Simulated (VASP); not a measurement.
# Pt (I4/mmm) in VASP: notebook

The runs below take Pt through single point, with PBEsol.

All numbers are computed with VASP 6.6.1; they aren't measurements. Logs are shortened: lines on timing, memory, paths and dates and some standing lists are left out, and cuts for length are marked.

### Step 1. The cell of the first run

The structure is tetragonal, space group I4/mmm (No. 139). Conventional cell: a = 3.212 Å, b = 3.212 Å, c = 3.083 Å, α = 90.00°, β = 90.00°, γ = 90.00°. Within 3.6 Å of Pt (site symmetry 4/mmm) lie 14 Pt at 2.74 to 3.21 Å.

### Step 2. Single point, PBEsol

The input, INCAR:

```
PREC = Accurate
ENCUT = 520
EDIFF = 1E-6
ISMEAR = 0
SIGMA = 0.15
LREAL = False
LASPH = True
NELM = 100
ALGO = Fast
ISIF = 2
LWAVE = False
LCHARG = False
GGA = PS
NBANDS = 11
```

The input, KPOINTS:

```
regular mesh
0
Gamma
  24 24 24
```

The input, POSCAR:

```
Pt
1.0
   -1.6059243409      1.6059243409      1.5416873673
    1.6059243409     -1.6059243409      1.5416873673
    1.6059243409      1.6059243409     -1.5416873673
Pt
1
Direct
    0.0000000000      0.0000000000      0.0000000000
```

Potentials or basis: VASP PAW PBE potentials, release 64 (Pt).

The run is started by

```sh
$ cat potpaw_PBE.64/Pt/POTCAR > POTCAR
$ mpirun -np 1 vasp_std > vasp.out
```

OUTCAR:

```text
PREC = Accurate
   ENCUT = 520
   EDIFF = 1E-6
   ISMEAR = 0
   LREAL = False
   LASPH = True
   NELM = 100
   ISIF = 2
   GGA = PS

 ion  position               nearest neighbor table
   1  0.000  0.000  0.000-

  LATTYP: Found a body centered tetragonal cell.
 ALAT       =     3.2118486818
 C/A-ratio  =     0.9600000000

  Lattice vectors:

 A1 = (  -1.6059243409,   1.6059243409,   1.5416873673)
 A2 = (   1.6059243409,  -1.6059243409,   1.5416873673)
 A3 = (   1.6059243409,   1.6059243409,  -1.5416873673)

Analysis of symmetry for initial positions (statically):
=====================================================================
 Subroutine PRICEL returns:
 Original cell was already a primitive cell.

 Routine SETGRP: Setting up the symmetry group for a
 body centered tetragonal supercell.

 Subroutine GETGRP returns: Found 16 space group operations
 (whereof 16 operations were pure point group operations)
 out of a pool of 16 trial point group operations.

The static configuration has the point symmetry D_4h.

Analysis of symmetry for dynamics (positions and initial velocities):
=====================================================================
 Subroutine PRICEL returns:
 Original cell was already a primitive cell.

 Routine SETGRP: Setting up the symmetry group for a
 body centered tetragonal supercell.

 Subroutine GETGRP returns: Found 16 space group operations
 (whereof 16 operations were pure point group operations)
 out of a pool of 16 trial point group operations.

The dynamic configuration has the point symmetry D_4h.

 Subroutine INISYM returns: Found 16 space group operations
 (whereof 16 operations are pure point group operations),
 and found     1 'primitive' translations

----------------------------------------------------------------------------------------

                                     Primitive cell

  volume of cell :      15.9040

  direct lattice vectors                    reciprocal lattice vectors
    -1.605924341  1.605924341  1.541687367     0.000000000  0.311347171  0.324319970
     1.605924341 -1.605924341  1.541687367     0.311347171  0.000000000  0.324319970
     1.605924341  1.605924341 -1.541687367     0.311347171  0.311347171  0.000000000

  length of vectors
     2.744956451  2.744956451  2.744956451     0.449578139  0.449578139  0.440311392

  position of ions in fractional coordinates (direct lattice)
     0.000000000  0.000000000  0.000000000

  ion indices of the primitive-cell ions
   primitive index   ion index
                 1           1

----------------------------------------------------------------------------------------

 KPOINTS: regular mesh

Automatic generation of k-mesh.
 Grid dimensions read from file:
 generate k-points for:   24   24   24

 Generating k-lattice:

  Cartesian coordinates                     Fractional coordinates (reciprocal lattice)
     0.000000000  0.012972799  0.013513332     0.041666667  0.000000000  0.000000000
     0.012972799  0.000000000  0.013513332     0.000000000  0.041666667  0.000000000
     0.012972799  0.012972799  0.000000000     0.000000000  0.000000000  0.041666667

  Length of vectors
     0.018732422  0.018732422  0.018346308

  Shift w.r.t. Gamma in fractional coordinates (k-lattice)
     0.000000000  0.000000000  0.000000000

 Subroutine IBZKPT returns following result:
 ===========================================

 Found   1063 irreducible k-points:

 Following reciprocal coordinates:
            Coordinates               Weight
  0.000000  0.000000  0.000000      1.000000
  0.041667  0.000000  0.000000      8.000000
  0.083333 -0.000000  0.000000      8.000000
  0.125000  0.000000 -0.000000      8.000000
  0.166667 -0.000000  0.000000      8.000000
  0.208333 -0.000000  0.000000      8.000000
[... 16 lines left out ...]
  0.416667  0.041667  0.000000     16.000000
  0.458333  0.041667 -0.000000     16.000000
 [... further k-points ...]
   k-points           NKPTS =   1063   k-points in BZ     NKDIM =   1063   number of bands    NBANDS=     11
   number of dos      NEDOS =    301   number of ions     NIONS =      1
   total plane-waves  NPLWV =   8000
   dimension x,y,z NGX =    20 NGY =   20 NGZ =   20
   dimension x,y,z NGXF=    40 NGYF=   40 NGZF=   40
   ions per type =               1
   NGX,Y,Z   is equivalent  to a cutoff of  12.11, 12.11, 12.11 a.u.
   NGXF,Y,Z  is equivalent  to a cutoff of  24.23, 24.23, 24.23 a.u.
 SYSTEM =  unknown system
   PREC   = accura    normal or accurate (medium, high low for compatibility)
   ISTART =      0    job   : 0-new  1-cont  2-samecut
   ICHARG =      2    charge: 1-file 2-atom 10-const
   ISPIN  =      1    spin polarized calculation?
   LNONCOLLINEAR =      F non collinear calculations
   LSORBIT =      F    spin-orbit coupling
   LASPH  =      T    aspherical Exc in radial PAW
   ENCUT  =  520.0 eV  38.22 Ry    6.18 a.u.   5.10  5.10  5.10*2*pi/ulx,y,z
   NELM   =    100;   NELMIN=  2; NELMDL= -5     # of ELM steps
   EDIFF  = 0.1E-05   stopping-criterion for ELM
   LREAL  =      F    real-space projection
   EDIFFG = 0.1E-04   stopping-criterion for IOM
   NSW    =      0    number of steps for IOM
   IBRION =     -1    ionic relax: 0-MD 1-quasi-New 2-CG
   NFREE  =      0    steps in history (QN), initial steepest desc. (CG)
   ISIF   =      2    stress and relaxation
   ISYM   =      2    0-nonsym 1-usesym 2-fastsym
   POTIM  = 0.5000    time-step for ionic-motion
   TEBEG  =    0.0;   TEEND  =   0.0 temperature during run
   PSTRESS=    0.0 pullay stress
   NELECT =      10.0000    total number of electrons
   NUPDOWN=      -1.0000    fix difference up-down
   EMIN   =  10.00;   EMAX   =-10.00  energy-range for DOS
   EFERMI =   0.00;   METHOD = LEGACY
   ISMEAR =     0;   SIGMA  =   0.15  broadening in eV -4-tet -1-fermi 0-gaus
   EFERMI_NEDOS =   21; number of points for ismear=-14 and -15
   IALGO  =     68    algorithm
   IMIX   =      4    mixing-type and parameters
     AMIX     =   0.40;   BMIX     =  1.00
     AMIX_MAG =   1.60;   BMIX_MAG =  1.00
  volume/ion in A,a.u.               =      15.90       107.33
  Fermi-wavevector in a.u.,A,eV,Ry     =   1.402510  2.650360 26.763132  1.967035
  Thomas-Fermi vector in A             =   2.525265
   LORBIT       =      0    0 simple, 1 ext, 2 COOP (PROOUT), +10 PAW based schemes
   GGA     = PS    functional components
   LHFCALC =     F    Hartree Fock is set to
   AEXX    =    0.0000 exact exchange contribution
   IVDW    =     0    specifies the selected vdW correction
   LEPSILON=     F    determine dielectric tensor
   LRPA    =     F    only Hartree local field effects (RPA)
 non-spin polarized calculation
 RMM-DIIS sequential band-by-band and
 Gauss-broadening in eV      SIGMA  =   0.15
  energy-cutoff  :      520.00
  volume of cell :       15.90
 maximum number of plane-waves:       442
   NGX = 11   NGY = 11   NGZ = 11

 number of electron      10.0000000 magnetization

 number of electron       9.9999999 magnetization

 Free energy of the ion-electron system (eV)
  ---------------------------------------------------
  ext. energy  EPLUGINS =         0.00000000
  ---------------------------------------------------
  free energy    TOTEN  =        -6.83471597 eV

  energy without entropy =       -6.82124579  energy(sigma->0) =       -6.82798088

 E-fermi :   9.9200     XC(G=0): -13.3084

 val. band max:        9.9188173632   @ k =  -0.3750   0.2917  -0.0000
 cond. band min:       9.9224094942   @ k =  -0.3750   0.4167   0.2083
 fundamental gap:      0.0035921310
 Fermi energy:         9.9200116773

 k-point     1 :       0.0000    0.0000    0.0000
  band No.  band energies     occupation
      1       0.4055      2.00000
      2       6.2285      2.00000
      3       6.5779      2.00000
      4       6.5779      2.00000
      5       8.6876      2.00000
      6       9.1491      2.00000
      7      26.7305      0.00000
      8      26.7305      0.00000
      9      27.5426      0.00000
     10      36.6860      0.00000
     11      36.7749      0.00000

 k-point     2 :       0.0417    0.0000    0.0000
  band No.  band energies     occupation
      1       0.4773      2.00000
      2       6.2403      2.00000
      3       6.5757      2.00000
      4       6.5933      2.00000
      5       8.6852      2.00000
      6       9.1194      2.00000
      7      26.7920      0.00000
      8      26.8363      0.00000
      9      27.5684      0.00000
     10      35.3236      0.00000
     11      36.4140      0.00000

 k-point     3 :       0.0833   -0.0000    0.0000
  band No.  band energies     occupation
      1       0.6893      2.00000
      2       6.2244      2.00000
      3       6.5662      2.00000
      4       6.6922      2.00000
      5       8.6754      2.00000
      6       9.0465      2.00000
      7      26.9441      0.00000
      8      27.1494      0.00000
      9      27.6051      0.00000
     10      34.0023      0.00000
     11      35.1635      0.00000

 k-point     4 :       0.1250    0.0000   -0.0000
  band No.  band energies     occupation
      1       1.0316      2.00000
      2       6.1292      2.00000
      3       6.5429      2.00000
      4       6.9307      2.00000
      5       8.6519      2.00000
      6       8.9729      2.00000
      7      27.0805      0.00000
      8      27.5125      0.00000
      9      27.6564      0.00000
     10      32.9709      0.00000
     11      33.7810      0.00000
[... 239 lines left out ...]
 k-point    22 :       0.3750    0.0417    0.0000
  band No.  band energies     occupation
      1       3.4498      2.00000
      2       5.0679      2.00000
      3       8.1565      2.00000
      4       8.9692      2.00000
      5       9.3914      2.00000
      6      10.4539      0.00000
      7      18.5461      0.00000
      8      23.5810      0.00000
      9      26.3349      0.00000
     10      33.2756      0.00000
     11      33.7790      0.00000

 k-point    23 :       0.4167    0.0417    0.0000
  band No.  band energies     occupation
      1       3.4469      2.00000
      2       4.9844      2.00000
      3       8.5807      2.00000
      4       9.2139      2.00000
      5       9.6392      1.99188
      6      10.9502      0.00000
      7      17.1741      0.00000
      8      23.2127      0.00000
      9      25.6042      0.00000
     10      33.7029      0.00000
     11      34.3227      0.00000

 k-point    24 :       0.4583    0.0417   -0.0000
  band No.  band energies     occupation
      1       3.4344      2.00000
      2       4.9423      2.00000
      3       8.7459      2.00000
      4       9.2458      2.00000
      5      10.0136      0.37737
      6      11.2878      0.00000
      7      16.3190      0.00000
      8      23.0265      0.00000
      9      25.2111      0.00000
     10      33.9691      0.00000
     11      34.3730      0.00000

 [... further k-points ...]

------------------------ aborting loop because EDIFF is reached ----------------------------------------

  FORCE on cell =-STRESS in cart. coord.  units (eV):
  Direction    XX          YY          ZZ          XY          YZ          ZX
  --------------------------------------------------------------------------------------
  -------------------------------------------------------------------------------------
  Total       -0.9975407     -0.9975407     -1.3915079      0.0000000      0.0000000     -0.0000000
  in kB     -100.4927534   -100.4927534   -140.1812073      0.0000000      0.0000000     -0.0000000
  external PRESSURE =    -113.7222380 kB  Pullay stress =       0.0000000 kB

 VOLUME and BASIS-vectors are now :
 -----------------------------------------------------------------------------
  energy-cutoff  :      520.00
  volume of cell :       15.90
      direct lattice vectors                 reciprocal lattice vectors
    -1.605924341  1.605924341  1.541687367     0.000000000  0.311347171  0.324319970
     1.605924341 -1.605924341  1.541687367     0.311347171  0.000000000  0.324319970
     1.605924341  1.605924341 -1.541687367     0.311347171  0.311347171  0.000000000

 POSITION                                       TOTAL-FORCE (eV/Angst)
 -----------------------------------------------------------------------------------
      0.00000      0.00000      0.00000        -0.000000      0.000000      0.000000
 -----------------------------------------------------------------------------------
    total drift:                                0.000000      0.000000      0.000000

  FREE ENERGIE OF THE ION-ELECTRON SYSTEM (eV)
  ---------------------------------------------------
  free  energy   TOTEN  =        -6.8347159702 eV

  energy  without entropy=       -6.8212457923  energy(sigma->0) =       -6.82798088
```

Run time: 49 s. Hardware: 1 thread of Intel Xeon 6975P-C (Granite Rapids), shared host; peak memory 0.29 GiB.

Results:

- Free energy: -6.8347 eV
- Pressure: -11.4 GPa
- Band gap on the k mesh: zero (bands 5 and 6 overlap by 2.08 eV)

Caveat: the cell stands under tension; the PAW data sets were made with another functional, which shifts forces and pressure a little; spin-orbit coupling is left out, which moves the levels of the heavy elements.

(Part 1 of 2 ends here.)
